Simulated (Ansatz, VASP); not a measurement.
# LiBr in VASP and in Ansatz

Contents of INCAR:

```
ALGO = Normal
EDIFF = 1E-6
ENCUT = 750
GGA = PE
GGA_COMPAT = False
ISIF = 2
ISMEAR = 0
LASPH = True
LCHARG = False
LREAL = False
LWAVE = False
NBANDS = 12
NELM = 120
PREC = Accurate
SIGMA = 0.01
```

KPOINTS

```
k-points
0
Gamma
  8 8 8
```

Contents of POSCAR:

```
LiBr
1.0
    0.0000000000      2.7395485848      2.7395485848
    2.7395485848      0.0000000000      2.7395485848
    2.7395485848      2.7395485848      0.0000000000
Li Br
1 1
Direct
    0.0000000000      0.0000000000      0.0000000000
    0.5000000000      0.5000000000      0.5000000000
```

Input for Ansatz:

```yaml
crystal:
  lattice:
    - [0.0, 2.7395485848, 2.7395485848]
    - [2.7395485848, 0.0, 2.7395485848]
    - [2.7395485848, 2.7395485848, 0.0]
  atoms:
    - { symbol: Li, position: [0.0, 0.0, 0.0] }
    - { symbol: Br, position: [0.5, 0.5, 0.5] }
kpoints:
  mp_grid: { grid: [8, 8, 8] }
  band_path:
    path:
      - [0.0, 0.0, 0.0]
      - [0.5, 0.0, 0.5]
      - [0.625, 0.25, 0.625]
      - [0.375, 0.375, 0.75]
      - [0.5, 0.5, 0.5]
      - [0.5, 0.25, 0.75]
      - [-0.083333, 0.0, 0.083333]
    npoints: 1
hamiltonian:
  xc: pbe
scf:
  occupations: { method: fixed }
  n_extra_bands: 4
output:
  forces: true
  stress: true
  eigenvalues: true
```

Alike in both runs: task single point; functional PBE; k mesh 8 × 8 × 8; no spin polarisation.

|  | VASP | Ansatz |
| --- | --- | --- |
| version | VASP 6.6.1 | Ansatz 0.2.0 |
| potentials or method | VASP PAW PBE potentials, release 64 (Li_sv, Br) | plane waves, PAW |
| plane-wave cutoff (eV) | 750 | 420 |
| occupations | gaussian, width 0.01 eV | fixed |
| valence electrons in the cell | 10 | 10 |

Ansatz gave:

| Item | Value |
| --- | --- |
| gap on the k mesh at the Fermi level (eV) | 4.99 |
| pressure (GPa) | 0.5 |

Problem. Estimate VASP's values.

Solution. gap on the k mesh at the Fermi level (eV): 4.99; pressure (GPa): 0.4.
